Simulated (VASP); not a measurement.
# Fe (Im-3m) in VASP: notebook

The runs below take Fe through single point, with PBE.

All numbers are computed with VASP 6.6.1; they aren't measurements. Logs are shortened: lines on timing, memory, paths and dates and some standing lists are left out, and cuts for length are marked.

### Step 1. The cell of the first run

It takes space group Im-3m (No. 229, cubic). Conventional cell: a = 2.887 Å, b = 2.887 Å, c = 2.887 Å, α = 90.00°, β = 90.00°, γ = 90.00°. Fe (site symmetry m-3m) has 14 Fe at 2.50 to 2.89 Å within 3.3 Å.

### Step 2. Single point, PBE, collinear spin, ferromagnetic start

Contents of INCAR:

```
SYSTEM = Fe
ALGO = Normal ; EDIFF = 1E-6
ENCUT = 520 ; GGA = PE
ISIF = 2 ; ISMEAR = -1
ISPIN = 2 ; LASPH = .TRUE.
LCHARG = .FALSE. ; LMAXMIX = 4
LORBIT = 11 ; LREAL = .FALSE.
LWAVE = .FALSE. ; MAGMOM = 2.5
NBANDS = 14 ; NELM = 150
PREC = Accurate ; SIGMA = 0.06122561905347299
```

Contents of KPOINTS:

```
k-points
0
G
  16 16 16
  0 0 0
```

Contents of POSCAR:

```
Fe
1.0
   -1.4432614796      1.4432614796      1.4432614796
    1.4432614796     -1.4432614796      1.4432614796
    1.4432614796      1.4432614796     -1.4432614796
Fe
1
Direct
    0.0000000000      0.0000000000      0.0000000000
```

Potentials or basis: VASP PAW PBE potentials, release 64 (Fe).

Started as:

```
> cat potpaw_PBE.64/Fe/POTCAR > POTCAR
> mpirun -np 1 vasp_std > vasp.out
```

OUTCAR:

```text
SYSTEM = Fe
   EDIFF = 1E-6
   ENCUT = 520
   GGA = PE
   ISIF = 2
   ISMEAR = -1
   ISPIN = 2
   LASPH = .TRUE.
   LORBIT = 11
   LREAL = .FALSE.
   NELM = 150
   PREC = Accurate

 ion  position               nearest neighbor table
   1  0.000  0.000  0.000-

  LATTYP: Found a body centered cubic cell.
 ALAT       =     2.8865229592

  Lattice vectors:

 A1 = (  -1.4432614796,   1.4432614796,   1.4432614796)
 A2 = (   1.4432614796,  -1.4432614796,   1.4432614796)
 A3 = (   1.4432614796,   1.4432614796,  -1.4432614796)

Analysis of symmetry for initial positions (statically):
=====================================================================
 Subroutine PRICEL returns:
 Original cell was already a primitive cell.

 Routine SETGRP: Setting up the symmetry group for a
 body centered cubic supercell.

 Subroutine GETGRP returns: Found 48 space group operations
 (whereof 48 operations were pure point group operations)
 out of a pool of 48 trial point group operations.

The static configuration has the point symmetry O_h .

Analysis of symmetry for dynamics (positions and initial velocities):
=====================================================================
 Subroutine PRICEL returns:
 Original cell was already a primitive cell.

 Routine SETGRP: Setting up the symmetry group for a
 body centered cubic supercell.

 Subroutine GETGRP returns: Found 48 space group operations
 (whereof 48 operations were pure point group operations)
 out of a pool of 48 trial point group operations.

The dynamic configuration has the point symmetry O_h .

Analysis of structural, dynamic, and magnetic symmetry:
=====================================================================
 Subroutine PRICEL returns:
 Original cell was already a primitive cell.

 Routine SETGRP: Setting up the symmetry group for a
 body centered cubic supercell.

 Subroutine GETGRP returns: Found 48 space group operations
 (whereof 48 operations were pure point group operations)
 out of a pool of 48 trial point group operations.

The overall configuration has the point symmetry O_h .

 Subroutine INISYM returns: Found 48 space group operations
 (whereof 48 operations are pure point group operations),
 and found     1 'primitive' translations

----------------------------------------------------------------------------------------

                                     Primitive cell

  volume of cell :      12.0253

  direct lattice vectors                    reciprocal lattice vectors
    -1.443261480  1.443261480  1.443261480     0.000000000  0.346437570  0.346437570
     1.443261480 -1.443261480  1.443261480     0.346437570  0.000000000  0.346437570
     1.443261480  1.443261480 -1.443261480     0.346437570  0.346437570  0.000000000

  length of vectors
     2.499802211  2.499802211  2.499802211     0.489936710  0.489936710  0.489936710

  position of ions in fractional coordinates (direct lattice)
     0.000000000  0.000000000  0.000000000

  ion indices of the primitive-cell ions
   primitive index   ion index
                 1           1

----------------------------------------------------------------------------------------

 KPOINTS: k-points

Automatic generation of k-mesh.
 Grid dimensions read from file:
 generate k-points for:   16   16   16

 Generating k-lattice:

  Cartesian coordinates                     Fractional coordinates (reciprocal lattice)
     0.000000000  0.021652348  0.021652348     0.062500000  0.000000000  0.000000000
     0.021652348  0.000000000  0.021652348     0.000000000  0.062500000  0.000000000
     0.021652348  0.021652348  0.000000000     0.000000000  0.000000000  0.062500000

  Length of vectors
     0.030621044  0.030621044  0.030621044

  Shift w.r.t. Gamma in fractional coordinates (k-lattice)
     0.000000000  0.000000000  0.000000000

 Subroutine IBZKPT returns following result:
 ===========================================

 Found    145 irreducible k-points:

 Following reciprocal coordinates:
            Coordinates               Weight
  0.000000  0.000000  0.000000      1.000000
  0.062500  0.000000  0.000000     12.000000
  0.125000  0.000000  0.000000     12.000000
  0.187500  0.000000  0.000000     12.000000
  0.250000  0.000000  0.000000     12.000000
  0.312500  0.000000  0.000000     12.000000
[... 16 lines left out ...]
  0.187500  0.187500  0.000000     24.000000
  0.250000  0.187500  0.000000     48.000000
 [... further k-points ...]
   k-points           NKPTS =    145   k-points in BZ     NKDIM =    145   number of bands    NBANDS=     14
   number of dos      NEDOS =    301   number of ions     NIONS =      1
   total plane-waves  NPLWV =   8000
   dimension x,y,z NGX =    20 NGY =   20 NGZ =   20
   dimension x,y,z NGXF=    40 NGYF=   40 NGZF=   40
   ions per type =               1
   NGX,Y,Z   is equivalent  to a cutoff of  13.30, 13.30, 13.30 a.u.
   NGXF,Y,Z  is equivalent  to a cutoff of  26.60, 26.60, 26.60 a.u.
 SYSTEM =  Fe
   PREC   = accura    normal or accurate (medium, high low for compatibility)
   ISTART =      0    job   : 0-new  1-cont  2-samecut
   ICHARG =      2    charge: 1-file 2-atom 10-const
   ISPIN  =      2    spin polarized calculation?
   LNONCOLLINEAR =      F non collinear calculations
   LSORBIT =      F    spin-orbit coupling
   LASPH  =      T    aspherical Exc in radial PAW
   ENCUT  =  520.0 eV  38.22 Ry    6.18 a.u.   4.65  4.65  4.65*2*pi/ulx,y,z
   NELM   =    150;   NELMIN=  2; NELMDL= -5     # of ELM steps
   EDIFF  = 0.1E-05   stopping-criterion for ELM
   LREAL  =      F    real-space projection
[... 7 lines left out ...]
   TEBEG  =    0.0;   TEEND  =   0.0 temperature during run
   PSTRESS=    0.0 pullay stress
   NELECT =       8.0000    total number of electrons
   NUPDOWN=      -1.0000    fix difference up-down
   EMIN   =  10.00;   EMAX   =-10.00  energy-range for DOS
   EFERMI =   0.00;   METHOD = LEGACY
   ISMEAR =    -1;   SIGMA  =   0.06  broadening in eV -4-tet -1-fermi 0-gaus
   EFERMI_NEDOS =   21; number of points for ismear=-14 and -15
   IALGO  =     38    algorithm
   IMIX   =      4    mixing-type and parameters
     AMIX     =   0.40;   BMIX     =  1.00
     AMIX_MAG =   1.60;   BMIX_MAG =  1.00
  volume/ion in A,a.u.               =      12.03        81.15
  Fermi-wavevector in a.u.,A,eV,Ry     =   1.429135  2.700673 27.788890  2.042426
  Thomas-Fermi vector in A             =   2.549121
   LORBIT       =     11    0 simple, 1 ext, 2 COOP (PROOUT), +10 PAW based schemes
   GGA     = PE    functional components
   LHFCALC =     F    Hartree Fock is set to
   AEXX    =    0.0000 exact exchange contribution
   IVDW    =     0    specifies the selected vdW correction
   LEPSILON=     F    determine dielectric tensor
   LRPA    =     F    only Hartree local field effects (RPA)
 spin polarized calculation
  energy-cutoff  :      520.00
  volume of cell :       12.03
 maximum number of plane-waves:       336
   NGX =  9   NGY =  9   NGZ =  9

 number of electron       7.9999995 magnetization       2.2948792

 Free energy of the ion-electron system (eV)
  ---------------------------------------------------
  ext. energy  EPLUGINS =         0.00000000
  ---------------------------------------------------
  free energy    TOTEN  =        -8.22722010 eV

  energy without entropy =       -8.21441793  energy(sigma->0) =       -8.22081901

 E-fermi :   5.2219     XC(G=0): -12.7955

 val. band max:        5.2190704846   @ k =  -0.4375   0.5000   0.3750
 cond. band min:       5.2226764247   @ k =  -0.4375   0.5000   0.3125
 fundamental gap:      0.0036059401
 Fermi energy:         5.2219108209

 spin component 1

 k-point     1 :       0.0000    0.0000    0.0000
  band No.  band energies     occupation
      1      -2.8434      1.00000
      2       3.0376      1.00000
      3       3.0376      1.00000
      4       3.0376      1.00000
      5       4.1541      1.00000
      6       4.1541      1.00000
      7      29.7257      0.00000
      8      29.7257      0.00000
      9      29.7257      0.00000
     10      34.4547      0.00000
     11      34.4547      0.00000
     12      36.4375      0.00000
     13      36.4377      0.00000
     14      36.4390      0.00000

 k-point     2 :       0.0625    0.0000    0.0000
  band No.  band energies     occupation
      1      -2.6885      1.00000
      2       2.9976      1.00000
      3       3.0351      1.00000
      4       3.1176      1.00000
      5       4.1145      1.00000
      6       4.1573      1.00000
      7      28.6227      0.00000
      8      29.4714      0.00000
      9      29.5810      0.00000
     10      33.7253      0.00000
     11      34.2533      0.00000
     12      34.3085      0.00000
     13      35.3005      0.00000
     14      36.8854      0.00000

 k-point     3 :       0.1250    0.0000    0.0000
  band No.  band energies     occupation
      1      -2.2352      1.00000
      2       2.8846      1.00000
      3       3.0126      1.00000
      4       3.3500      1.00000
      5       4.0295      1.00000
      6       4.1677      1.00000
      7      26.2133      0.00000
      8      28.5813      0.00000
      9      29.2404      0.00000
     10      32.1266      0.00000
     11      33.0111      0.00000
     12      33.4223      0.00000
     13      36.4454      0.00000
     14      38.1275      0.00000
[... 324 lines left out ...]
 k-point    23 :       0.1875    0.1875    0.0000
  band No.  band energies     occupation
      1       0.4854      1.00000
      2       2.3692      1.00000
      3       2.5783      1.00000
      4       3.9402      1.00000
      5       4.3788      1.00000
      6       5.2351      0.44619
      7      19.3320      0.00000
      8      20.1261      0.00000
      9      25.6781      0.00000
     10      30.3029      0.00000
     11      33.6362      0.00000
     12      37.3325      0.00000
     13      40.0374      0.00000
     14      43.0484      0.00000

 k-point    24 :       0.2500    0.1875    0.0000
  band No.  band energies     occupation
      1       1.0474      1.00000
      2       2.2194      1.00000
      3       2.6845      1.00000
      4       4.0310      1.00000
      5       4.4532      1.00000
      6       6.1328      0.00000
      7      16.9085      0.00000
      8      18.9284      0.00000
      9      24.7653      0.00000
     10      30.4327      0.00000
     11      34.0679      0.00000
     12      37.9608      0.00000
     13      41.7449      0.00000
     14      43.9461      0.00000

 [... further k-points ...]

 spin component 2

 k-point     1 :       0.0000    0.0000    0.0000
  band No.  band energies     occupation
      1      -2.6895      1.00000
      2       5.0680      0.92506
      3       5.0682      0.92492
      4       5.0682      0.92491
      5       6.9767      0.00000
      6       6.9769      0.00000
      7      29.4383      0.00000
      8      29.4383      0.00000
      9      29.4383      0.00000
     10      34.6120      0.00000
     11      34.6120      0.00000
     12      37.1104      0.00000
     13      37.1104      0.00000
     14      37.1104      0.00000

 k-point     2 :       0.0625    0.0000    0.0000
  band No.  band energies     occupation
      1      -2.5339      1.00000
      2       5.0187      0.96506
      3       5.0592      0.93444
      4       5.1560      0.74570
      5       6.9232      0.00000
      6       6.9804      0.00000
      7      28.5149      0.00000
      8      29.2397      0.00000
      9      29.3629      0.00000
     10      34.0361      0.00000
     11      34.9742      0.00000
     12      35.1316      0.00000
     13      35.6161      0.00000
     14      37.4988      0.00000

 k-point     3 :       0.1250    0.0000    0.0000
  band No.  band energies     occupation
      1      -2.0766      1.00000
      2       4.8800      0.99626
      3       5.0172      0.96591
      4       5.4121      0.04284
      5       6.7980      0.00000
      6       6.9930      0.00000
      7      26.4064      0.00000
      8      28.5024      0.00000
      9      29.1781      0.00000
     10      32.9860      0.00000
     11      33.6916      0.00000
     12      33.7261      0.00000
     13      36.6465      0.00000
     14      38.6122      0.00000
[... 324 lines left out ...]
 k-point    23 :       0.1875    0.1875    0.0000
  band No.  band energies     occupation
      1       0.8971      1.00000
      2       4.2431      1.00000
      3       4.3591      1.00000
      4       6.5359      0.00000
      5       7.1013      0.00000
      6       7.4099      0.00000
      7      20.0032      0.00000
      8      20.7481      0.00000
      9      26.2233      0.00000
     10      30.3922      0.00000
     11      34.0127      0.00000
     12      37.6919      0.00000
     13      40.5294      0.00000
     14      43.3706      0.00000

 k-point    24 :       0.2500    0.1875    0.0000
  band No.  band energies     occupation
      1       1.7931      1.00000
      2       4.0307      1.00000
      3       4.3014      1.00000
      4       6.6076      0.00000
      5       7.2004      0.00000
      6       8.1095      0.00000
      7      17.7221      0.00000
      8      19.5755      0.00000
      9      25.2737      0.00000
     10      30.5792      0.00000
     11      34.3970      0.00000
     12      38.3640      0.00000
     13      42.0837      0.00000
     14      44.5371      0.00000

 [... further k-points ...]
[... 5 lines left out ...]
  --------------------------------------------------------------------------------------
  -------------------------------------------------------------------------------------
  Total       -0.6844992     -0.6844992     -0.6844992     -0.0000000     -0.0000000     -0.0000000
  in kB      -91.1986670    -91.1986670    -91.1986670     -0.0000000     -0.0000000     -0.0000000
  external PRESSURE =     -91.1986670 kB  Pullay stress =       0.0000000 kB

 VOLUME and BASIS-vectors are now :
 -----------------------------------------------------------------------------
  energy-cutoff  :      520.00
  volume of cell :       12.03
      direct lattice vectors                 reciprocal lattice vectors
    -1.443261480  1.443261480  1.443261480     0.000000000  0.346437570  0.346437570
     1.443261480 -1.443261480  1.443261480     0.346437570  0.000000000  0.346437570
     1.443261480  1.443261480 -1.443261480     0.346437570  0.346437570  0.000000000

 POSITION                                       TOTAL-FORCE (eV/Angst)
 -----------------------------------------------------------------------------------
      0.00000      0.00000      0.00000        -0.000000      0.000000      0.000000
 -----------------------------------------------------------------------------------
    total drift:                                0.000000     -0.000000      0.000000

  FREE ENERGIE OF THE ION-ELECTRON SYSTEM (eV)
  ---------------------------------------------------
  free  energy   TOTEN  =        -8.2272200991 eV

  energy  without entropy=       -8.2144179273  energy(sigma->0) =       -8.22081901

 total charge

# of ion       s       p       d       tot
------------------------------------------
    1        0.463   0.491   6.202   7.157

 magnetization (x)

# of ion       s       p       d       tot
------------------------------------------
    1       -0.014  -0.055   2.372   2.303
```

It took 38 s on 1 thread of Intel Xeon Platinum 8259CL at 2.50GHz (Skylake/Cascade Lake), shared host; peak memory 0.15 GiB.

What came out:

```yaml
Free_energy: -8.2272 eV
Pressure: -9.1 GPa
Net_moment: 2.29 μB per cell
Site_moments: Fe +2.30 μB
Valence_electrons_inside_the_program's_atomic_spheres: Fe 7.16
```

Levels at points of the mesh, in eV from the Fermi level:
Spin up:
```csv
k point,band 1,band 2,band 3,band 4,band 5,band 6,band 7,band 8,band 9,band 10
"(0.00, 0.00, 0.00)",-8.07,-2.18,-2.18,-2.18,-1.07,-1.07,24.50,24.50,24.50,29.23
"(0.50, 0.00, 0.00)",-4.60,-3.17,-1.01,-0.90,0.28,0.58,6.88,17.92,19.37,22.69
"(0.50, 0.50, 0.50)",-4.50,-4.50,0.03,0.03,0.03,9.58,9.58,9.58,15.11,15.11
```
Spin down:
```
           k point  band 1  band 2  band 3  band 4  band 5  band 6  band 7  band 8
(0.00, 0.00, 0.00)   -7.91   -0.15   -0.15   -0.15    1.75    1.75   24.22   24.22
(0.50, 0.00, 0.00)   -3.26   -1.35    0.66    1.62    1.99    2.63    8.30   17.95
(0.50, 0.50, 0.50)   -2.61   -2.61    2.35    2.35    2.35    9.84    9.84    9.84
```

### Step 3. Single point, PBE, collinear spin, ferromagnetic start

Contents of INCAR:

```
SYSTEM = Fe
PREC     = Accurate       ! precision mode
ENCUT    = 520            ! plane-wave cutoff, eV
EDIFF    = 1E-6           ! SCF threshold, eV
ISMEAR   = -1             ! smearing method
SIGMA    = 0.06122561905347299 ! smearing width, eV
LREAL    = .FALSE.        ! projectors in reciprocal space
LASPH    = .TRUE.         ! aspherical terms in the spheres
NELM     = 150            ! most SCF steps
ALGO     = Normal         ! electronic algorithm
ISIF     = 2              ! what is computed and relaxed
LWAVE    = .FALSE.        ! write WAVECAR
LCHARG   = .TRUE.         ! write CHGCAR
ISPIN    = 2              ! spin polarisation
MAGMOM   = 2.5            ! initial moments
LORBIT   = 11             ! projections on sites
LMAXMIX  = 4              ! l up to which the mixer works
GGA      = PE             ! functional
LELF     = .TRUE.         ! ELF
LVHAR    = .TRUE.       
NBANDS   = 14             ! bands
```

Contents of KPOINTS:

```
regular mesh
0
G
  24 24 24
  0 0 0
```

POSCAR is that of step 2.

Potentials or basis: VASP PAW PBE potentials, release 64 (Fe).

Started as:

```
> cat potpaw_PBE.64/Fe/POTCAR > POTCAR
> mpirun -np 1 vasp_std > vasp.out
```

Run time: 1.8 min. Hardware: 1 thread of Intel Xeon Platinum 8259CL at 2.50GHz (Skylake/Cascade Lake), shared host; peak memory 0.22 GiB.

The run converged. Its results:

```yaml
Free_energy: -8.2272 eV
Pressure: -9.3 GPa
Net_moment: 2.29 μB per cell
Site_moments: Fe +2.29 μB
Valence_electrons_inside_the_program's_atomic_spheres: Fe 7.16
```

Levels at points of the mesh, in eV from the Fermi level:
Spin up:
| k point | band 2 | band 3 | band 4 | band 5 | band 6 | band 7 | band 8 | band 9 |
| --- | --- | --- | --- | --- | --- | --- | --- | --- |
| (0.00, 0.00, 0.00) | -2.18 | -2.18 | -2.18 | -1.07 | -1.07 | 24.50 | 24.50 | 24.50 |
| (0.50, 0.00, 0.00) | -3.17 | -1.01 | -0.90 | 0.28 | 0.58 | 6.88 | 17.92 | 19.37 |
| (0.50, 0.50, 0.50) | -4.50 | 0.04 | 0.04 | 0.04 | 9.57 | 9.57 | 9.57 | 15.11 |
Spin down:
| k point | band 1 | band 2 | band 3 | band 4 | band 5 | band 6 | band 7 | band 8 |
| --- | --- | --- | --- | --- | --- | --- | --- | --- |
| (0.00, 0.00, 0.00) | -7.91 | -0.16 | -0.16 | -0.16 | 1.75 | 1.75 | 24.22 | 24.22 |
| (0.50, 0.00, 0.00) | -3.27 | -1.35 | 0.66 | 1.61 | 1.99 | 2.62 | 8.30 | 17.95 |
| (0.50, 0.50, 0.50) | -2.61 | -2.61 | 2.34 | 2.34 | 2.34 | 9.84 | 9.84 | 9.84 |
